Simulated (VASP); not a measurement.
LiH, 2 atoms in the cell. The structure is cubic, space group Fm-3m (No. 225). Conventional cell: a = 4.074 Å, b = 4.074 Å, c = 4.074 Å, α = 90.00°, β = 90.00°, γ = 90.00°. Li (site symmetry m-3m) has 6 H at 2.04 Å within 2.7 Å. Within 2.7 Å of H (site symmetry m-3m) lie 6 Li at 2.04 Å. 

```yaml
Program: VASP 6.6.1
Task: relaxation of cell and atoms
Functional: PBEsol
Potentials_or_basis: VASP PAW PBE potentials, release 64 (Li_sv, H)
Cutoff: 600 eV
k_mesh: 14 × 14 × 14
Occupations: fermi-dirac, width 0.05 eV
Spin: no spin polarisation
Dipole_correction: no
Further_INCAR_settings: ALGO = Normal; EDIFF = 1e-06; IBRION = 2; EDIFFG = -0.002; NSW = 100; ISIF = 3
```

Potentials or basis: VASP PAW PBE potentials, release 64 (Li_sv, H).

Command:

```bash
$ cat potpaw_PBE.64/Li_sv/POTCAR potpaw_PBE.64/H/POTCAR > POTCAR
$ mpirun -np 1 vasp_std > vasp.out
```

Hardware: 1 thread of Intel Xeon 6975P-C, with other jobs on the host.

Task: How long does it take, and how much memory?

Result: Wall time 17 s on 1 thread of Intel Xeon 6975P-C, with other jobs on the host, peak memory 0.14 GiB. Counts: scf iterations 32, k points 104, ion steps 4.
